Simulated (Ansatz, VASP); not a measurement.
Two plane-wave programs on InP2

INCAR

```
SYSTEM = InP2
PREC = Accurate
ENCUT = 600
EDIFF = 1E-7
ISMEAR = 0
SIGMA = 0.1
LREAL = .FALSE.
LASPH = .TRUE.
NELM = 80
ALGO = Normal
ISIF = 3
LWAVE = .FALSE.
LCHARG = .FALSE.
GGA = PE
IBRION = 2
NSW = 90
EDIFFG = -0.04
```

KPOINTS

```
Automatic mesh
0
G
  6 6 6
  0 0 0
```

File POSCAR:

```
InP2
1.0
   -2.3178419900      2.3178419900      5.5895643500
    2.3178419900     -2.3178419900      5.5895643500
    2.3178419900      2.3178419900     -5.5895643500
In P
2 4
Direct
    0.0000000000      0.0000000000      0.0000000000
    0.7500000000      0.2500000000      0.5000000000
    0.7872112300      0.7872112300      0.0000000000
    0.5372112300      0.0372112300      0.5000000000
    0.9627887700      0.4627887700      0.5000000000
    0.2127887700      0.2127887700      0.0000000000
```

Input for Ansatz:

```yaml
crystal:
  lattice:
    - [-2.31784199, 2.31784199, 5.58956435]
    - [2.31784199, -2.31784199, 5.58956435]
    - [2.31784199, 2.31784199, -5.58956435]
  atoms:
    - { symbol: In, position: [0.0, 0.0, 0.0] }
    - { symbol: In, position: [0.75, 0.25, 0.5] }
    - { symbol: P, position: [0.78721123, 0.78721123, 0.0] }
    - { symbol: P, position: [0.53721123, 0.03721123, 0.5] }
    - { symbol: P, position: [0.96278877, 0.46278877, 0.5] }
    - { symbol: P, position: [0.21278877, 0.21278877, 0.0] }
basis:
  ecutwfc: 420
kpoints:
  mp_grid: { grid: [6, 6, 6] }
hamiltonian:
  xc: pbe
scf:
  occupations: { method: gaussian, width: 0.1 }
  lower_state_search: "off"
output:
  forces: true
  stress: true
  eigenvalues: true
relax:
  adjacent_minimum: "off"
  f_tol: 0.04
  max_steps: 70
  cell: { stress_tol: 0.4 }
```

Alike in both runs: task relaxation of cell and atoms; functional PBE; k mesh 6 × 6 × 6; occupations gaussian, width 0.1 eV; no spin polarisation.

|  | VASP | Ansatz |
| --- | --- | --- |
| version | VASP 6.6.1 | Ansatz 0.2.0 |
| potentials or method | VASP PAW PBE potentials, release 64 (In_d, P), cutoff 600 eV | scalar-relativistic, plane waves, PAW |
| valence electrons in the cell | 46 | 46 |

VASP gave:

```
gap on the k mesh at the Fermi level, each at its own relaxed structure (eV) : none
relaxed volume (Å³/atom)                                                     : 27.56
relaxed cell length with the largest relative difference (Å)                 : 7.050
```

Which values does Ansatz return?

gap on the k mesh at the Fermi level, each at its own relaxed structure (eV): none; relaxed volume (Å³/atom): 27.64; relaxed cell length with the largest relative difference (Å): 10.604.

A gap of «none» marks a metal or a gap that the smearing closes. One of these differences is far larger than is usual between the two programs; its cause wasn't traced.

Noted on VASP's run: the volume moved by over 15 % at a fixed basis, so the end points are rough.
